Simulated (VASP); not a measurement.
# Mg2O5 (cubic X2O5 type) (Pn-3m) in VASP: a series of runs, part 2 of 2

VASP 6.6.1.

## Step 4: Single point, PBE

This run uses another cell than the first one, of 10.12 Å³/atom, 1.020 times its volume.

File INCAR:

```
ALGO = Normal ; EDIFF = 1E-6
ENCUT = 520 ; GGA = PE
ISIF = 2 ; ISMEAR = -1
LASPH = T ; LCHARG = F
LREAL = F ; LWAVE = F
NBANDS = 47 ; NELM = 60
PREC = Accurate ; SIGMA = 0.06122561905347299
```

File KPOINTS:

```
k-points
0
Gamma
  7 7 7
```

File POSCAR:

```
Mg2O5
1.0
    5.2131068680      0.0000000000      0.0000000000
    0.0000000000      5.2131068680      0.0000000000
    0.0000000000      0.0000000000      5.2131068680
Mg O
4 10
Direct
    0.0000000000      0.0000000000      0.0000000000
    0.5000000000      0.5000000000      0.0000000000
    0.5000000000      0.0000000000      0.5000000000
    0.0000000000      0.5000000000      0.5000000000
    0.5000000000      0.0000000000      0.0000000000
    0.0000000000      0.5000000000      0.0000000000
    0.0000000000      0.0000000000      0.5000000000
    0.5000000000      0.5000000000      0.5000000000
    0.7500000000      0.7500000000      0.2500000000
    0.7500000000      0.2500000000      0.7500000000
    0.2500000000      0.7500000000      0.7500000000
    0.7500000000      0.2500000000      0.2500000000
    0.2500000000      0.7500000000      0.2500000000
    0.2500000000      0.2500000000      0.7500000000
```

Potentials or basis: VASP PAW PBE potentials, release 64 (Mg, O).

On the command line:

```
$ cat potpaw_PBE.64/Mg/POTCAR potpaw_PBE.64/O/POTCAR > POTCAR
$ mpirun -np 1 vasp_std > vasp.out
```

OUTCAR:

```text
EDIFF = 1E-6
   ENCUT = 520
   GGA = PE
   ISIF = 2
   ISMEAR = -1
   LASPH = T
   LREAL = F
   NELM = 60
   PREC = Accurate

 ion  position               nearest neighbor table
   1  0.000  0.000  0.000-   9 2.26  10 2.26  11 2.26  12 2.26  13 2.26  14 2.26   5 2.61   6 2.61
                             7 2.61   7 2.61   6 2.61   5 2.61
   2  0.500  0.500  0.000-   9 2.26  10 2.26  11 2.26  12 2.26  13 2.26  14 2.26   5 2.61   6 2.61
                             8 2.61   8 2.61   5 2.61   6 2.61
   3  0.500  0.000  0.500-   9 2.26  10 2.26  11 2.26  12 2.26  13 2.26  14 2.26   5 2.61   7 2.61
                             8 2.61   5 2.61   8 2.61   7 2.61
   4  0.000  0.500  0.500-   9 2.26  10 2.26  11 2.26  12 2.26  13 2.26  14 2.26   6 2.61   7 2.61
                             8 2.61   6 2.61   7 2.61   8 2.61
   5  0.500  0.000  0.000-   1 2.61   2 2.61   3 2.61   3 2.61   2 2.61   1 2.61
   6  0.000  0.500  0.000-   1 2.61   2 2.61   4 2.61   4 2.61   1 2.61   2 2.61
   7  0.000  0.000  0.500-   1 2.61   3 2.61   4 2.61   1 2.61   4 2.61   3 2.61
   8  0.500  0.500  0.500-   2 2.61   3 2.61   4 2.61   2 2.61   3 2.61   4 2.61
   9  0.750  0.750  0.250-   1 2.26   2 2.26   3 2.26   4 2.26
  10  0.750  0.250  0.750-   1 2.26   2 2.26   3 2.26   4 2.26
  11  0.250  0.750  0.750-   1 2.26   2 2.26   3 2.26   4 2.26
  12  0.750  0.250  0.250-   1 2.26   2 2.26   3 2.26   4 2.26
  13  0.250  0.750  0.250-   1 2.26   2 2.26   3 2.26   4 2.26
  14  0.250  0.250  0.750-   1 2.26   2 2.26   3 2.26   4 2.26

  LATTYP: Found a simple cubic cell.
 ALAT       =     5.2131068680

  Lattice vectors:

 A1 = (   5.2131068680,   0.0000000000,   0.0000000000)
 A2 = (   0.0000000000,   5.2131068680,   0.0000000000)
 A3 = (   0.0000000000,   0.0000000000,   5.2131068680)

Analysis of symmetry for initial positions (statically):
=====================================================================
 Subroutine PRICEL returns:
 Original cell was already a primitive cell.

 Routine SETGRP: Setting up the symmetry group for a
 simple cubic supercell.

 Subroutine GETGRP returns: Found 48 space group operations
 (whereof 12 operations were pure point group operations)
 out of a pool of 48 trial point group operations.

The static configuration has the point symmetry D_3d.
 The point group associated with its full space group is O_h .

Analysis of symmetry for dynamics (positions and initial velocities):
=====================================================================
 Subroutine PRICEL returns:
 Original cell was already a primitive cell.

 Routine SETGRP: Setting up the symmetry group for a
 simple cubic supercell.

 Subroutine GETGRP returns: Found 48 space group operations
 (whereof 12 operations were pure point group operations)
 out of a pool of 48 trial point group operations.

The dynamic configuration has the point symmetry D_3d.
 The point group associated with its full space group is O_h .

 Subroutine INISYM returns: Found 48 space group operations
 (whereof 12 operations are pure point group operations),
 and found     1 'primitive' translations

----------------------------------------------------------------------------------------

                                     Primitive cell

  volume of cell :     141.6739

[... 96 lines left out ...]
   NGXF,Y,Z  is equivalent  to a cutoff of  25.51, 25.51, 25.51 a.u.
 SYSTEM =  unknown system
   PREC   = accura    normal or accurate (medium, high low for compatibility)
   ISTART =      0    job   : 0-new  1-cont  2-samecut
   ICHARG =      2    charge: 1-file 2-atom 10-const
   ISPIN  =      1    spin polarized calculation?
   LNONCOLLINEAR =      F non collinear calculations
   LSORBIT =      F    spin-orbit coupling
   LASPH  =      T    aspherical Exc in radial PAW
   ENCUT  =  520.0 eV  38.22 Ry    6.18 a.u.   9.69  9.69  9.69*2*pi/ulx,y,z
   NELM   =     60;   NELMIN=  2; NELMDL= -5     # of ELM steps
   EDIFF  = 0.1E-05   stopping-criterion for ELM
   LREAL  =      F    real-space projection
   EDIFFG = 0.1E-04   stopping-criterion for IOM
   NSW    =      0    number of steps for IOM
   IBRION =     -1    ionic relax: 0-MD 1-quasi-New 2-CG
   NFREE  =      0    steps in history (QN), initial steepest desc. (CG)
   ISIF   =      2    stress and relaxation
   ISYM   =      2    0-nonsym 1-usesym 2-fastsym
   POTIM  = 0.5000    time-step for ionic-motion
   TEBEG  =    0.0;   TEEND  =   0.0 temperature during run
   PSTRESS=    0.0 pullay stress
   NELECT =      68.0000    total number of electrons
   NUPDOWN=      -1.0000    fix difference up-down
   EMIN   =  10.00;   EMAX   =-10.00  energy-range for DOS
   EFERMI =   0.00;   METHOD = LEGACY
   ISMEAR =    -1;   SIGMA  =   0.06  broadening in eV -4-tet -1-fermi 0-gaus
   EFERMI_NEDOS =   21; number of points for ismear=-14 and -15
   IALGO  =     38    algorithm
   IMIX   =      4    mixing-type and parameters
     AMIX     =   0.40;   BMIX     =  1.00
     AMIX_MAG =   1.60;   BMIX_MAG =  1.00
  volume/ion in A,a.u.               =      10.12        68.29
  Fermi-wavevector in a.u.,A,eV,Ry     =   1.281783  2.422219 22.353932  1.642968
  Thomas-Fermi vector in A             =   2.414133
   LORBIT       =      0    0 simple, 1 ext, 2 COOP (PROOUT), +10 PAW based schemes
   GGA     = PE    functional components
   LHFCALC =     F    Hartree Fock is set to
   AEXX    =    0.0000 exact exchange contribution
   IVDW    =     0    specifies the selected vdW correction
   LEPSILON=     F    determine dielectric tensor
   LRPA    =     F    only Hartree local field effects (RPA)
 non-spin polarized calculation
  energy-cutoff  :      520.00
  volume of cell :      141.67
 maximum number of plane-waves:      3836
 NGX is ok and might be reduce to    40
   NGX = 19   NGY = 19   NGZ = 19

 number of electron      68.0000018 magnetization

 Free energy of the ion-electron system (eV)
  ---------------------------------------------------
  ext. energy  EPLUGINS =         0.00000000
  ---------------------------------------------------
  free energy    TOTEN  =       -59.09973655 eV

  energy without entropy =      -58.81892572  energy(sigma->0) =      -58.95933113

 E-fermi :   2.6514     XC(G=0): -10.6190

 val. band max:        2.6513328733   @ k =   0.2857   0.2857   0.2857
 cond. band min:       2.6556866043   @ k =   0.4286   0.4286   0.2857
 fundamental gap:      0.0043537310
 Fermi energy:         2.6514014475

 k-point     1 :       0.0000    0.0000    0.0000
  band No.  band energies     occupation
      1     -16.8305      2.00000
      2     -14.7754      2.00000
      3     -14.7754      2.00000
      4     -14.6732      2.00000
      5     -14.6732      2.00000
      6     -14.6732      2.00000
[... 969 lines left out ...]
     45      11.0632      0.00000
     46      12.4270      0.00000
 [bands above 46 left out]

------------------------ aborting loop because EDIFF is reached ----------------------------------------

  FORCE on cell =-STRESS in cart. coord.  units (eV):
  Direction    XX          YY          ZZ          XY          YZ          ZX
  --------------------------------------------------------------------------------------
  -------------------------------------------------------------------------------------
  Total       -2.5870417     -2.5870417     -2.5870417      0.0000000     -0.0000000      0.0000000
  in kB      -29.2566186    -29.2566186    -29.2566186      0.0000000     -0.0000000      0.0000000
  external PRESSURE =     -29.2566186 kB  Pullay stress =       0.0000000 kB

 VOLUME and BASIS-vectors are now :
 -----------------------------------------------------------------------------
  energy-cutoff  :      520.00
  volume of cell :      141.67
      direct lattice vectors                 reciprocal lattice vectors
     5.213106868  0.000000000  0.000000000     0.191824190  0.000000000  0.000000000
     0.000000000  5.213106868  0.000000000     0.000000000  0.191824190  0.000000000
     0.000000000  0.000000000  5.213106868     0.000000000  0.000000000  0.191824190

 POSITION                                       TOTAL-FORCE (eV/Angst)
 -----------------------------------------------------------------------------------
      0.00000      0.00000      0.00000         0.000000     -0.000000     -0.000000
      2.60655      2.60655      0.00000         0.000000     -0.000000     -0.000000
      2.60655      0.00000      2.60655         0.000000     -0.000000     -0.000000
      0.00000      2.60655      2.60655         0.000000     -0.000000     -0.000000
      2.60655      0.00000      0.00000         0.000000     -0.000000     -0.000000
      0.00000      2.60655      0.00000         0.000000     -0.000000     -0.000000
      0.00000      0.00000      2.60655         0.000000     -0.000000     -0.000000
      2.60655      2.60655      2.60655         0.000000     -0.000000     -0.000000
      3.90983      3.90983      1.30328         0.000000      0.000000     -0.000000
      3.90983      1.30328      3.90983         0.000000      0.000000      0.000000
      1.30328      3.90983      3.90983        -0.000000      0.000000      0.000000
      3.90983      1.30328      1.30328        -0.000000      0.000000     -0.000000
      1.30328      3.90983      1.30328        -0.000000     -0.000000      0.000000
      1.30328      1.30328      3.90983        -0.000000     -0.000000      0.000000
 -----------------------------------------------------------------------------------
    total drift:                               -0.000000      0.000000      0.000000

  FREE ENERGIE OF THE ION-ELECTRON SYSTEM (eV)
  ---------------------------------------------------
  free  energy   TOTEN  =       -59.0997365455 eV

  energy  without entropy=      -58.8189257156  energy(sigma->0) =      -58.95933113
```

It took 2 min on 1 thread of Intel Xeon Platinum 8259CL at 2.50GHz (Skylake/Cascade Lake), shared host; peak memory 0.29 GiB.

Results:

```yaml
Free_energy: -59.0997 eV
Pressure: -2.9 GPa
Band_gap_on_the_k_mesh: zero (band 34 reaches 2.84 eV, above the bottom of band 35 at 2.59 eV)
```

Levels at points of the mesh, in eV from the Fermi level:
```tsv
k point	band 31	band 32	band 33	band 34	band 35	band 36	band 37	band 38
(0.00, 0.00, 0.00)	-0.54	-0.08	-0.08	-0.08	0.29	0.29	0.29	0.38
```

## Step 5: Single point, PBE

This run uses another cell than the first one, of 10.32 Å³/atom, 1.040 times its volume.

File INCAR:

```
SYSTEM = Mg2O5
PREC = Accurate ; ENCUT = 520
EDIFF = 1E-6 ; ISMEAR = -1
SIGMA = 0.06122561905347299 ; LREAL = .FALSE.
LASPH = .TRUE. ; NELM = 60
ALGO = Normal ; ISIF = 2
LWAVE = .FALSE. ; LCHARG = .FALSE.
GGA = PE ; NBANDS = 47
```

File KPOINTS:

```
regular mesh
0
G
  7 7 7
  0 0 0
```

POSCAR, as its differences from that of step 4:

```diff
@@ -2,5 +2,5 @@
 1.0
-    5.2131068680      0.0000000000      0.0000000000
-    0.0000000000      5.2131068680      0.0000000000
-    0.0000000000      0.0000000000      5.2131068680
+    5.2469591599      0.0000000000      0.0000000000
+    0.0000000000      5.2469591599      0.0000000000
+    0.0000000000      0.0000000000      5.2469591599
 Mg O
```

On the command line:

```
$ cat potpaw_PBE.64/Mg/POTCAR potpaw_PBE.64/O/POTCAR > POTCAR
$ mpirun -np 1 vasp_std > vasp.out
```

Run time: 1.9 min. Hardware: 1 thread of Intel Xeon Platinum 8259CL at 2.50GHz (Skylake/Cascade Lake), shared host; peak memory 0.29 GiB.

The run converged. Its results:

```yaml
Free_energy: -59.0355 eV
Pressure: -4.9 GPa
Band_gap_on_the_k_mesh: zero (band 34 reaches 2.65 eV, above the bottom of band 35 at 2.42 eV)
```

Levels at points of the mesh, in eV from the Fermi level:
```tsv
k point	band 31	band 32	band 33	band 34	band 35	band 36	band 37	band 38
(0.00, 0.00, 0.00)	-0.53	-0.08	-0.08	-0.08	0.28	0.28	0.28	0.37
```

## Step 6: The runs side by side

| cell | gap on the mesh (eV) | pressure (GPa) |
| --- | --- | --- |
| a = 5.179 Å, 14 atoms | none | -0.7 |
| a = 5.213 Å, 14 atoms | none | -2.9 |
| a = 5.247 Å, 14 atoms | none | -4.9 |

Alike in all rows: task single point; level PBE; potentials or basis VASP PAW PBE potentials, release 64 (Mg, O); no spin polarisation; k mesh 7 × 7 × 7; cutoff (eV) 520; smearing fermi-dirac 0.0612256 eV.

Total energies depend on the potentials used, so only differences within one code and one set of settings carry meaning.
